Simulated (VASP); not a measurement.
Input of a VASP 6.6.1 run:

The input INCAR:

```
  PREC = Accurate
  ENCUT = 600
  EDIFF = 1E-6
  ISMEAR = -1
  SIGMA = 0.1
  LREAL = F
  LASPH = T
  NELM = 100
  ALGO = Normal
  ISIF = 3
  LWAVE = F
  LCHARG = F
  GGA = PE
  IBRION = 2
  NSW = 60
  EDIFFG = -0.005
```

KPOINTS

```
Automatic mesh
0
Gamma
  16 16 16
```

Contents of POSCAR:

```
BAs
1.0
    0.0000000000      2.1544346900      2.1544346900
    2.1544346900      0.0000000000      2.1544346900
    2.1544346900      2.1544346900      0.0000000000
B As
1 1
Direct
    0.0000000000      0.0000000000      0.0000000000
    0.5000000000      0.5000000000      0.5000000000
```

Potentials or basis: VASP PAW PBE potentials, release 64 (B, As).

Launch:

```console
$ cat potpaw_PBE.64/B/POTCAR potpaw_PBE.64/As/POTCAR > POTCAR
$ mpirun -np 1 vasp_std > vasp.out
```

Problem. Predict the relaxed cell.

Solution. a = 3.266 Å, b = 3.266 Å, c = 3.266 Å, α = 60.00°, β = 60.00°, γ = 60.00°.

Problem. Predict the relaxed volume.

Solution. 12.31 Å³/atom.

Final structure:
```yaml
crystal:
  lattice:
    - [0.00000, 2.30915, 2.30915]
    - [2.30915, 0.00000, 2.30915]
    - [2.30915, 2.30915, 0.00000]
  atoms:
    - { symbol: B, position: [0.00000, 0.00000, 0.00000] }
    - { symbol: As, position: [0.50000, 0.50000, 0.50000] }
```

Caveat: the volume moved by over 15 % at a fixed basis, so the end points are rough.
